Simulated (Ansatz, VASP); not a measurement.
**CaSn3Se4: VASP beside Ansatz**

```
Sn Se Ca
1.0
     5.94314    0.00000    0.00000
     0.00000    5.94314    0.00000
     0.00000    0.00000    5.94314
Sn Se Ca
3 4 1
Direct
  0.50000 0.00000 0.00000
  0.00000 0.50000 0.00000
  0.00000 0.00000 0.50000
  0.00000 0.50000 0.50000
  0.50000 0.00000 0.50000
  0.50000 0.50000 0.00000
  0.00000 0.00000 0.00000
  0.50000 0.50000 0.50000
```

Alike in both runs: task single point; functional r2SCAN; k mesh 4 × 4 × 4; occupations fermi-dirac, width 0.02 eV; no spin polarisation.

|  | VASP | Ansatz |
| --- | --- | --- |
| version | VASP 6.6.1 | Ansatz 0.2.0 |
| potentials or method | VASP PAW PBE potentials, release 64 (Sn_d, Se, Ca_sv) | plane waves, PAW |
| plane-wave cutoff (eV) | 520 | 500 |
| valence electrons in the cell | 76 | 116 |

|  | VASP | Ansatz | Ansatz less VASP |
| --- | --- | --- | --- |
| pressure (GPa) | 1.7 | 1.7 | -0.07 |

VASP's potentials were made for PBE, not for r2SCAN. With one functional, cell and mesh, what is left measures potentials, basis and numerics. VASP's potentials hold 76 valence electrons a cell and Ansatz's 116, so a difference there can come from the potentials and not from the codes.
